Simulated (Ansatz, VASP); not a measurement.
I in VASP and in Ansatz

File POSCAR:

```
I
1.0
    0.0000000000      2.3173093325      3.8300250810
    2.1474932061      0.0000000000      3.8300250810
    2.1474932061      2.3173093325      0.0000000000
I
1
Direct
    0.0000000000      0.0000000000      0.0000000000
```

Contents of INCAR.step1:

```
  PREC = Accurate
  ENCUT = 520
  EDIFF = 1E-5
  ISMEAR = -1
  SIGMA = 0.05
  LREAL = False
  LASPH = True
  NELM = 80
  ALGO = Normal
  ISIF = 2
  LWAVE = True
  LCHARG = False
  GGA = PE
  NBANDS = 10
```

Contents of INCAR.step2:

```
  PREC = Accurate
  ENCUT = 520
  EDIFF = 1E-6
  ISMEAR = -1
  SIGMA = 0.05
  LREAL = False
  LASPH = True
  NELM = 80
  ALGO = Normal
  ISIF = 2
  LWAVE = False
  LCHARG = False
  METAGGA = R2SCAN
  LHFCALC = True
  AEXX = 0.5
  LMIXTAU = True
  PRECFOCK = Normal
  ISTART = 1
  NBANDS = 10
```

The input KPOINTS:

```
Automatic mesh
0
Gamma
  5 5 5
```

input.yaml

```yaml
crystal:
  lattice:
    - [0.0, 2.3173093325, 3.830025081]
    - [2.1474932061, 0.0, 3.830025081]
    - [2.1474932061, 2.3173093325, 0.0]
  atoms:
    - { symbol: I, position: [0.0, 0.0, 0.0] }
hamiltonian:
  xc: r2scan50
  pseudopotentials: { kind: paw }
kpoints:
  mp_grid: { grid: [5, 5, 5] }
scf:
  occupations: { method: fermi_dirac, width: 0.05 }
output:
  forces: true
  stress: true
  eigenvalues: true
```

Alike in both runs: task single point; functional r2SCAN50; k mesh 5 × 5 × 5; occupations fermi-dirac, width 0.05 eV; no spin polarisation.

```csv
,VASP,Ansatz
version,VASP 6.6.1,Ansatz 0.2.0
potentials or method,"VASP PAW PBE potentials, release 64 (I)",Ansatz PAW
plane-wave cutoff (eV),520,500
valence electrons in the cell,7,17
```

```tsv
	VASP	Ansatz	Ansatz less VASP
gap on the k mesh at the Fermi level (eV)	none	none	-
pressure (GPa)	-1.0	-0.5	+0.44
traceless stress, the component that is largest in VASP (GPa)	-1.28	-1.17	+0.110
```

VASP's potentials were made for PBE, not for r2SCAN50. A gap of «none» marks a metal or a gap that the smearing closes. VASP's potentials hold 7 valence electrons a cell and Ansatz's 17, so a difference there can come from the potentials and not from the codes.

The k mesh is coarse, so the values compare programs but aren't converged. Spin-orbit coupling is off throughout.
